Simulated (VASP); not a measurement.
# CuSi12O24 (a cell with a defect) in VASP: notebook

The runs below take CuSi12O24 (a cell with a defect) through single point, with PBE+D3(BJ).

Everything below comes from runs of VASP 6.6.1. Logs are shortened: lines on timing, memory, paths and dates and some standing lists are left out, and cuts for length are marked.

**1. The cell of the first run**

The cell holds a defect, 37 atoms: a = 7.385 Å, b = 7.385 Å, c = 9.968 Å, α = 70.28°, β = 70.28°, γ = 71.53°.

**2. Single point, PBE+D3(BJ), collinear spin, zero start**

Contents of INCAR:

```
SYSTEM = CuSi12O24
ALGO = Normal
EDIFF = 1E-7
ENCUT = 520
GGA = PE
ISIF = 2
ISMEAR = 0
ISPIN = 2
IVDW = 12
LASPH = .True.
LCHARG = .True.
LELF = .True.
LMAXMIX = 4
LORBIT = 11
LREAL = Auto
LUSENCCL = .False.
LVHAR = .True.
LWAVE = .False.
MAGMOM = 0 0 0 0 0 0 0 0 0 0 0 0 0 0 0 0 0 0 0 0 0 0 0 0 0 0 0 0 0 0 0 0 0 0 0 0 0
NBANDS = 130
NELM = 150
PREC = Accurate
SIGMA = 0.05
```

Contents of KPOINTS:

```
k-points
0
Gamma
  2 2 1
  0 0 0
```

Contents of POSCAR:

```
CuSi12O24
1.0
   -2.4920500000      4.3163570000      5.4500000000
    4.9841000000      0.0000000000      5.4500000000
    4.9841000000      8.6327140000      0.0000000000
Si O Cu
12 24 1
Direct
    0.0891741859      0.5832858141      0.9540789117
    0.4100886114      0.9195486363      0.0380002339
    0.0060026343      0.0013936960      0.2585759806
    0.0800550911      0.5778794043      0.4525666722
    0.4116597105      0.9106984546      0.5364152834
    0.0073558128      0.0093131780      0.7617480072
    0.6035856004      0.0615984363      0.2025542684
    0.8889479546      0.4332269078      0.2818477797
    0.4837623520      0.4896350792      0.5070630147
    0.6069979861      0.0442763259      0.7001791087
    0.9079786721      0.4436297683      0.7878467771
    0.5098057000      0.4951849422      0.0239092362
    0.3076018816      0.4888711459      0.9869056782
    0.1886392475      0.0338022204      0.1115817880
    0.9211473367      0.5256082597      0.1053159233
    0.5698687849      0.3013536004      0.1541500021
    0.9292053211      0.1940291743      0.3240120208
    0.5740947265      0.9766882093      0.0825571435
    0.3004848234      0.4594874701      0.4701937570
    0.1972338624      0.0242222844      0.6190506528
    0.9199157396      0.5413609576      0.6128454224
    0.5530486703      0.2870373847      0.6301610942
    0.9477518420      0.2035839378      0.8238145851
    0.5861794434      0.9411618411      0.5871587147
    0.8287924879      0.9631150350      0.2168563378
    0.6619199346      0.5248595150      0.3599021417
    0.4442437485      0.0006068937      0.3596348016
    0.0753493837      0.8123607081      0.3872842492
    0.4206364605      0.6741327138      0.5806444960
    0.0371753302      0.4922496239      0.3397346424
    0.8342307772      0.9780250026      0.7100640824
    0.7027706258      0.5559194660      0.8868303861
    0.4467979264     -0.0144373759      0.8582010991
    0.0598240741      0.8210063847      0.8962365647
    0.4291719480      0.6827152080      0.0983975211
    0.0840929615      0.4882380477      0.8297896533
    0.5300533497      0.3396281182      0.8296787677
```

Potentials or basis: VASP PAW PBE potentials, release 64 (Si, O, Cu).

On the command line:

```sh
> cat potpaw_PBE.64/Si/POTCAR potpaw_PBE.64/O/POTCAR potpaw_PBE.64/Cu/POTCAR > POTCAR
> mpirun -np 1 vasp_std > vasp.out
```

OUTCAR:

```text
SYSTEM = CuSi12O24
   EDIFF = 1E-7
   ENCUT = 520
   GGA = PE
   ISIF = 2
   ISMEAR = 0
   ISPIN = 2
   IVDW = 12
   LASPH = .True.
   LORBIT = 11
   LREAL = Auto
   NELM = 150
   PREC = Accurate
 IVDW          = 12

 ion  position               nearest neighbor table
   1  0.089  0.583  0.954-  34 1.62  15 1.62  36 1.63  13 1.64  11 3.02   8 3.07   6 3.07
   2  0.410  0.920  0.038-  35 1.62  18 1.63  14 1.63  33 1.64  12 3.02   3 3.07   7 3.09  10 3.12

   3  0.006  0.001  0.259-  17 1.62  28 1.62  25 1.63  14 1.63   4 3.06   2 3.07   7 3.08   8 3.10

   4  0.080  0.578  0.453-  30 1.62  19 1.62  28 1.62  21 1.63   9 3.04   3 3.06  11 3.08   8 3.14
[... 5 lines left out ...]
   7  0.604  0.062  0.203-  25 1.62  18 1.62  16 1.63  27 1.63   3 3.08  12 3.08   2 3.09   5 3.11

   8  0.889  0.433  0.282-  30 1.62  15 1.62  26 1.62  17 1.62   1 3.07   9 3.08   3 3.10   4 3.14

   9  0.484  0.490  0.507-  19 1.61  26 1.61  29 1.63  22 1.64   4 3.04   8 3.08   5 3.08
  10  0.607  0.044  0.700-  31 1.62  24 1.63  33 1.64  22 1.66  37 2.71   5 3.05   2 3.12   6 3.13

  11  0.908  0.444  0.788-  21 1.63  23 1.63  32 1.64  36 1.65   1 3.02   4 3.08  12 3.09   6 3.14

  12  0.510  0.495  0.024-  16 1.63  35 1.64  32 1.67  13 1.67  37 2.51   2 3.02   7 3.08  11 3.09

  13  0.308  0.489  0.987-   1 1.64  12 1.67  37 2.16
  14  0.189  0.034  0.112-   3 1.63   2 1.63
  15  0.921  0.526  0.105-   8 1.62   1 1.62
  16  0.570  0.301  0.154-   7 1.63  12 1.63
  17  0.929  0.194  0.324-   8 1.62   3 1.62
  18  0.574  0.977  0.083-   7 1.62   2 1.63
  19  0.300  0.459  0.470-   9 1.61   4 1.62
  20  0.197  0.024  0.619-   5 1.62   6 1.63
  21  0.920  0.541  0.613-  11 1.63   4 1.63
  22  0.553  0.287  0.630-   9 1.64  10 1.66  37 2.09
  23  0.948  0.204  0.824-   6 1.63  11 1.63
  24  0.586  0.941  0.587-  10 1.63   5 1.63
  25  0.829  0.963  0.217-   7 1.62   3 1.63
  26  0.662  0.525  0.360-   9 1.61   8 1.62
  27  0.444  0.001  0.360-   5 1.62   7 1.63
  28  0.075  0.812  0.387-   3 1.62   4 1.62
  29  0.421  0.674  0.581-   9 1.63   5 1.64
  30  0.037  0.492  0.340-   4 1.62   8 1.62
  31  0.834  0.978  0.710-  10 1.62   6 1.63
  32  0.703  0.556  0.887-  11 1.64  12 1.67
  33  0.447  0.986  0.858-  10 1.64   2 1.64
  34  0.060  0.821  0.896-   1 1.62   6 1.62
  35  0.429  0.683  0.098-   2 1.62  12 1.64
  36  0.084  0.488  0.830-   1 1.63  11 1.65
  37  0.530  0.340  0.830-  22 2.09  13 2.16  12 2.51  10 2.71

  LATTYP: Found a base centered monoclinic cell.
 ALAT       =    11.9854599809
 B/A-ratio  =     0.7202655832
 C/A-ratio  =     0.8316910359
 COS(beta)  =    -0.4158455180

  Lattice vectors:

 A1 = (   2.4920500000,  -4.3163570000,  -5.4500000000)
 A2 = (  -4.9841000000,   0.0000000000,  -5.4500000000)
 A3 = (   4.9841000000,   8.6327140000,   0.0000000000)

Analysis of symmetry for initial positions (statically):
=====================================================================
 Subroutine PRICEL returns:
 Original cell was already a primitive cell.

 Routine SETGRP: Setting up the symmetry group for a
 base centered monoclinic supercell.

 Subroutine GETGRP returns: Found  1 space group operations
 (whereof  1 operations were pure point group operations)
 out of a pool of  4 trial point group operations.

The static configuration has the point symmetry C_1 .

Analysis of symmetry for dynamics (positions and initial velocities):
=====================================================================
 Subroutine PRICEL returns:
 Original cell was already a primitive cell.

 Routine SETGRP: Setting up the symmetry group for a
 base centered monoclinic supercell.

 Subroutine GETGRP returns: Found  1 space group operations
 (whereof  1 operations were pure point group operations)
 out of a pool of  4 trial point group operations.

The dynamic configuration has the point symmetry C_1 .

Analysis of structural, dynamic, and magnetic symmetry:
=====================================================================
 Subroutine PRICEL returns:
 Original cell was already a primitive cell.

 Routine SETGRP: Setting up the symmetry group for a
 base centered monoclinic supercell.

 Subroutine GETGRP returns: Found  1 space group operations
 (whereof  1 operations were pure point group operations)
 out of a pool of  4 trial point group operations.

[... 156 lines left out ...]
   NGX,Y,Z   is equivalent  to a cutoff of  12.61, 12.61, 13.34 a.u.
   NGXF,Y,Z  is equivalent  to a cutoff of  25.21, 25.21, 26.68 a.u.
 SYSTEM =  CuSi12O24
   PREC   = accura    normal or accurate (medium, high low for compatibility)
   ISTART =      0    job   : 0-new  1-cont  2-samecut
   ICHARG =      2    charge: 1-file 2-atom 10-const
   ISPIN  =      2    spin polarized calculation?
   LNONCOLLINEAR =      F non collinear calculations
   LSORBIT =      F    spin-orbit coupling
   LASPH  =      T    aspherical Exc in radial PAW
   ENCUT  =  520.0 eV  38.22 Ry    6.18 a.u.  13.73 13.73 18.53*2*pi/ulx,y,z
   NELM   =    150;   NELMIN=  2; NELMDL= -5     # of ELM steps
   EDIFF  = 0.1E-06   stopping-criterion for ELM
   LREAL  =      T    real-space projection
   EDIFFG = 0.1E-05   stopping-criterion for IOM
   NSW    =      0    number of steps for IOM
   IBRION =     -1    ionic relax: 0-MD 1-quasi-New 2-CG
   NFREE  =      0    steps in history (QN), initial steepest desc. (CG)
   ISIF   =      2    stress and relaxation
   ISYM   =      2    0-nonsym 1-usesym 2-fastsym
   POTIM  = 0.5000    time-step for ionic-motion
   TEBEG  =    0.0;   TEEND  =   0.0 temperature during run
   PSTRESS=    0.0 pullay stress
   NELECT =     203.0000    total number of electrons
   NUPDOWN=      -1.0000    fix difference up-down
   EMIN   =  10.00;   EMAX   =-10.00  energy-range for DOS
   EFERMI =   0.00;   METHOD = LEGACY
   ISMEAR =     0;   SIGMA  =   0.05  broadening in eV -4-tet -1-fermi 0-gaus
   EFERMI_NEDOS =   21; number of points for ismear=-14 and -15
   IALGO  =     38    algorithm
   IMIX   =      4    mixing-type and parameters
     AMIX     =   0.40;   BMIX     =  1.00
     AMIX_MAG =   1.60;   BMIX_MAG =  1.00
  volume/ion in A,a.u.               =      12.68        85.54
  Fermi-wavevector in a.u.,A,eV,Ry     =   1.238378  2.340196 20.865632  1.533581
  Thomas-Fermi vector in A             =   2.372906
   LORBIT       =     11    0 simple, 1 ext, 2 COOP (PROOUT), +10 PAW based schemes
   GGA     = PE    functional components
   LHFCALC =     F    Hartree Fock is set to
   AEXX    =    0.0000 exact exchange contribution
   IVDW    =    12    specifies the selected vdW correction
   LEPSILON=     F    determine dielectric tensor
   LRPA    =     F    only Hartree local field effects (RPA)
 spin polarized calculation
 Gauss-broadening in eV      SIGMA  =   0.05
  energy-cutoff  :      520.00
  volume of cell :      468.99
 maximum number of plane-waves:     12652
 NGX is ok and might be reduce to    56
   NGX = 27   NGY = 27   NGZ = 37

 number of electron     203.0000000 magnetization       0.0000000

 number of electron     202.9999985 magnetization      -0.5000183

 Free energy of the ion-electron system (eV)
  ---------------------------------------------------
  ext. energy  EPLUGINS =         0.00000000
  ---------------------------------------------------
  free energy    TOTEN  =      -283.70140746 eV

  energy without entropy =     -283.69791917  energy(sigma->0) =     -283.69966332

 E-fermi :   5.8918     XC(G=0):  -9.3101

 val. band max:        5.8363832837   @ k =   0.5000   0.0000   0.0000
 cond. band min:       5.9362094763   @ k =   0.5000   0.5000   0.0000
 fundamental gap:      0.0998261926
 Fermi energy:         5.8917714313

 spin component 1

 k-point     1 :       0.0000    0.0000    0.0000
  band No.  band energies     occupation
      1     -18.1853      1.00000
      2     -17.7236      1.00000
      3     -17.6568      1.00000
      4     -17.5871      1.00000
      5     -17.2664      1.00000
      6     -17.2201      1.00000
[... 453 lines left out ...]
    112      10.2387      0.00000
    113      10.4180      0.00000
 Fermi energy:         5.8917714313

 spin component 2

 k-point     1 :       0.0000    0.0000    0.0000
  band No.  band energies     occupation
      1     -18.1950      1.00000
      2     -17.7419      1.00000
      3     -17.6629      1.00000
      4     -17.5930      1.00000
      5     -17.2807      1.00000
      6     -17.2292      1.00000
[... 453 lines left out ...]
    112      10.2121      0.00000
    113      10.3875      0.00000
 [bands above 113 left out]

------------------------ aborting loop because EDIFF is reached ----------------------------------------

 Edisp (eV)   -5.50405

 E8    (eV) :    -1.8917

  FORCE on cell =-STRESS in cart. coord.  units (eV):
  Direction    XX          YY          ZZ          XY          YZ          ZX
  --------------------------------------------------------------------------------------
  -------------------------------------------------------------------------------------
  Total       0.02595     1.31720     1.07939    -1.51805     0.91041     0.11232
  in kB       0.08866     4.49989     3.68747    -5.18605     3.11019     0.38370
  external pressure =        2.76 kB  Pullay stress =        0.00 kB

 VOLUME and BASIS-vectors are now :
 -----------------------------------------------------------------------------
  energy-cutoff  :      520.00
  volume of cell :      468.99
      direct lattice vectors                 reciprocal lattice vectors
    -2.492050000  4.316357000  5.450000000    -0.100319014  0.057919213  0.091743119
     4.984100000  0.000000000  5.450000000     0.100319014 -0.057919213  0.091743119
     4.984100000  8.632714000  0.000000000     0.050159507  0.086878819 -0.045871560

 POSITION                                       TOTAL-FORCE (eV/Angst)
 -----------------------------------------------------------------------------------
      7.44015      8.62120      3.66491        -0.010691      0.028130      0.011119
      3.75056      2.09813      7.24652        -0.001306     -0.005403      0.001078
      1.28076      2.25812      0.04031         0.006093      0.005200      0.010404
      4.93635      4.25242      3.58574        -0.022759     -0.019931     -0.006511
      6.18668      6.40759      7.20685         0.006411     -0.021512     -0.006074
      3.82471      6.60770      0.09085         0.015886      0.017065     -0.008523
[... 29 lines left out ...]
      6.35962      7.52631      3.11920         0.007056     -0.010404     -0.003647
      4.50702      9.45028      4.73976         0.002617      0.000401      0.004051
 -----------------------------------------------------------------------------------
    total drift:                               -0.010290      0.007895     -0.003380

  FREE ENERGIE OF THE ION-ELECTRON SYSTEM (eV)
  ---------------------------------------------------
  free  energy   TOTEN  =      -289.2054540681 eV

  energy  without entropy=     -289.2019657753  energy(sigma->0) =     -289.20370992

 total charge

# of ion       s       p       d       tot
------------------------------------------
    1        0.644   0.979   0.000   1.623
    2        0.641   0.975   0.000   1.616
    3        0.642   0.982   0.000   1.624
    4        0.643   0.986   0.000   1.629
    5        0.640   0.976   0.000   1.616
    6        0.637   0.973   0.000   1.610
[... 29 lines left out ...]
   36        1.553   3.666   0.000   5.220
   37        0.403   0.162   9.361   9.925
--------------------------------------------------
tot         45.324 100.125   9.361 154.810

 magnetization (x)

# of ion       s       p       d       tot
------------------------------------------
    1       -0.001  -0.002   0.000  -0.003
    2        0.000   0.000   0.000   0.000
    3        0.000  -0.000   0.000   0.000
    4       -0.000  -0.000   0.000  -0.000
    5        0.000  -0.000   0.000   0.000
    6        0.000  -0.000   0.000   0.000
[... 29 lines left out ...]
   36       -0.000  -0.001   0.000  -0.001
   37       -0.123  -0.014   0.009  -0.127
--------------------------------------------------
tot         -0.150  -0.136   0.009  -0.277
```

It took 2.3 min on 1 × NVIDIA H100 80GB with 1 thread of AMD EPYC 7R13 (Zen 3), shared host; peak memory 1.8 GiB.

What came out:

| Property | Result |
| --- | --- |
| Free energy | -289.2055 eV |
| Pressure | 0.3 GPa |
| Largest force | 0.032 eV/Å |
| Net moment | -0.50 μB per cell |
| Site moments | Si -0.00, +0.00, -0.01 (each value once); O -0.03, -0.00, -0.01, -0.02 (each value once); Cu -0.13 μB |
| Valence electrons inside the program's atomic spheres | Si 1.62, 1.63, 1.61, 1.60, 1.57 (each value once); O 5.21, 5.23, 5.24, 5.22, 5.25, 5.19 (each value once); Cu 9.93 |
| Dispersion energy per atom | -0.149 eV |

Forces in eV/Å, atoms in the order of the input:
```
Si  -0.011  0.028  0.011
Si  -0.001 -0.005  0.001
Si   0.006  0.005  0.010
Si  -0.023 -0.020 -0.007
Si   0.006 -0.022 -0.006
Si   0.016  0.017 -0.009
Si  -0.003  0.000  0.012
Si   0.003 -0.019  0.003
Si   0.000  0.024 -0.014
Si  -0.009  0.001  0.014
Si  -0.001  0.004  0.012
Si   0.015 -0.005 -0.024
O   -0.002 -0.007  0.018
O    0.003  0.010 -0.007
O   -0.007  0.013  0.004
O   -0.013  0.003 -0.019
O    0.004 -0.007  0.007
O    0.007 -0.007  0.000
O    0.011  0.001  0.001
O   -0.001  0.010 -0.002
O   -0.010  0.002  0.004
O   -0.017 -0.008 -0.004
O    0.003 -0.026  0.004
O    0.005 -0.007 -0.009
O    0.009  0.012 -0.001
O   -0.001  0.018 -0.012
O   -0.003  0.018  0.005
O   -0.012  0.002 -0.011
O    0.008 -0.006  0.007
O    0.015 -0.002 -0.007
O    0.020  0.001 -0.005
O    0.002 -0.005 -0.007
O   -0.005  0.005  0.020
O   -0.005 -0.017  0.006
O   -0.019 -0.002  0.002
O    0.007 -0.010 -0.004
Cu   0.003  0.000  0.004
```

Levels at points of the mesh, in eV from the Fermi level:
Spin up:
```csv
k point,band 97,band 98,band 99,band 100,band 101,band 102,band 103,band 104,band 105,band 106
"(0.00, 0.00, 0.00)",-2.67,-2.58,-2.53,-2.48,-2.33,-0.12,1.89,2.91,3.08,3.47
"(0.50, 0.00, 0.00)",-2.68,-2.57,-2.53,-2.49,-2.31,0.29,2.14,2.60,3.07,3.22
"(0.00, 0.50, 0.00)",-2.67,-2.58,-2.53,-2.48,-2.32,0.29,2.01,2.71,2.85,3.22
"(0.50, 0.50, 0.00)",-2.68,-2.58,-2.53,-2.49,-2.30,0.41,2.43,2.81,2.99,3.21
```
Spin down:
```tsv
k point	band 98	band 99	band 100	band 101	band 102	band 103	band 104	band 105	band 106	band 107
(0.00, 0.00, 0.00)	-2.65	-2.59	-2.54	-2.40	-0.39	1.77	2.79	2.94	3.45	3.55
(0.50, 0.00, 0.00)	-2.65	-2.59	-2.55	-2.38	-0.06	2.11	2.53	2.93	3.13	3.39
(0.00, 0.50, 0.00)	-2.65	-2.59	-2.54	-2.39	-0.06	1.96	2.60	2.80	3.13	3.71
(0.50, 0.50, 0.00)	-2.65	-2.59	-2.55	-2.37	0.04	2.34	2.71	2.96	3.19	3.52
```

Caveat: the k points lie up to 0.69 Å⁻¹ apart; semilocal functionals often make such compounds metallic where correlation or magnetic order opens a gap, which also shifts bond lengths.

(Continued in part 2 of 3.)
